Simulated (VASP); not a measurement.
Runs of VASP 6.6.1 on C. The structure is that of space group R-3m (No. 166), or close to it. The cells are those of the table. 

| cell | gap on the mesh (eV) | pressure (GPa) |
| --- | --- | --- |
| a = 2.489, b = 2.489, c = 3.814 Å, angles 108.5, 108.5, 60.0°, 2 atoms | 0.77 | (b) |
| a = 2.440, b = 2.440, c = 3.739 Å, angles 108.5, 108.5, 60.0°, 2 atoms | 0.79 | 7.3 |
| a = 2.465, b = 2.465, c = 3.777 Å, angles 108.5, 108.5, 60.0°, 2 atoms | (c) | -1.1 |
| a = 2.512, b = 2.512, c = 3.850 Å, angles 108.5, 108.5, 60.0°, 2 atoms | 0.76 | (a) |
| a = 2.415, b = 2.415, c = 3.701 Å, angles 108.5, 108.5, 60.0°, 2 atoms | 0.80 | 16.9 |

Alike in all rows: task single point; level PBEsol; potentials or basis VASP PAW PBE potentials, release 64 (C); no spin polarisation; k mesh 14 × 14 × 8; cutoff (eV) 520; smearing fermi-dirac 0.1 eV.

Question: Estimate the missing entries.

Answer: (a) -14.9; (b) -8.5; (c) 0.78.

Caveats: the PAW data sets were made with another functional, which shifts forces and pressure a little; this functional lacks dispersion, which binds the layers, so the pressure and a relaxed spacing across them are unreliable.

A k mesh can miss the band edges.
